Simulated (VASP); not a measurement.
Set up this calculation in VASP 6.6.1, as the native input.

| Property | Result |
| --- | --- |
| Task | electric field gradients |
| Functional | PBE |
| Potentials or basis | VASP PAW PBE potentials, release 64 (C, O) |
| Cutoff | 520 eV |
| k mesh | 9 × 9 × 5 |
| Occupations | fermi-dirac, width 0.01 eV |
| Spin | no spin polarisation |
| Dipole correction | no |
| Further INCAR settings | ALGO = Normal; EDIFF = 1e-08; NBANDS = 25 |

The structure of CO2 lies in POSCAR:

```
CO2
1.0
    2.6359112300     -2.3873781200      0.0000000000
    2.6359112300      2.3873781200      0.0000000000
    0.0000000000      0.0000000000      6.5871749100
C O
2 4
Direct
    0.0000000000      0.0000000000      0.0000000000
    0.5000000000      0.5000000000      0.5000000000
    0.8065085700      0.1934914300      0.8918433900
    0.1934914300      0.8065085700      0.1081566100
    0.6934914300      0.3065085700      0.3918433900
    0.3065085700      0.6934914300      0.6081566100
```

The input as run:

INCAR

```
SYSTEM = CO2
ALGO     = Normal         ! electronic algorithm
EDIFF    = 1E-8           ! SCF threshold, eV
ENCUT    = 520            ! plane-wave cutoff, eV
GGA      = PE             ! functional
ISIF     = 2              ! what is computed and relaxed
ISMEAR   = -1             ! smearing method
LASPH    = .TRUE.         ! aspherical terms in the spheres
LCHARG   = .FALSE.        ! write CHGCAR
LEFG     = .TRUE.       
LREAL    = .FALSE.        ! projectors in reciprocal space
LWAVE    = .FALSE.        ! write WAVECAR
NBANDS   = 25             ! bands
NELM     = 60             ! most SCF steps
PREC     = Accurate       ! precision mode
SIGMA    = 0.01           ! smearing width, eV
```

KPOINTS

```
k-points
0
G
  9 9 5
  0 0 0
```

Potentials or basis: VASP PAW PBE potentials, release 64 (C, O).

Run with:

```console
$ cat potpaw_PBE.64/C/POTCAR potpaw_PBE.64/O/POTCAR > POTCAR
$ mpirun -np 1 vasp_std > vasp.out
```

Results of the run:

```yaml
Pressure: 4.3 GPa
Largest_force: 0.786 eV/Å
Band_gap_on_the_k_mesh: 6.63 eV (least direct gap 7.17 eV)
Largest_electric_field_gradient_by_atom: C -50.0; O +67.7 V/Å²
```

Caveat: the cell stands under pressure; this functional lacks dispersion, which holds the molecules together, so the pressure and a relaxed volume are unreliable; without QUAD_EFG the Cq values of the log hold for a quadrupole moment of 1 mb, not for the nuclei; an odd mesh through Γ misses points on the zone boundary, where band edges can lie.

Run time: 55 s on 1 thread of Intel(R) Xeon(R) 6975P-C (Granite Rapids) (shared host), peak memory 0.25 GiB.
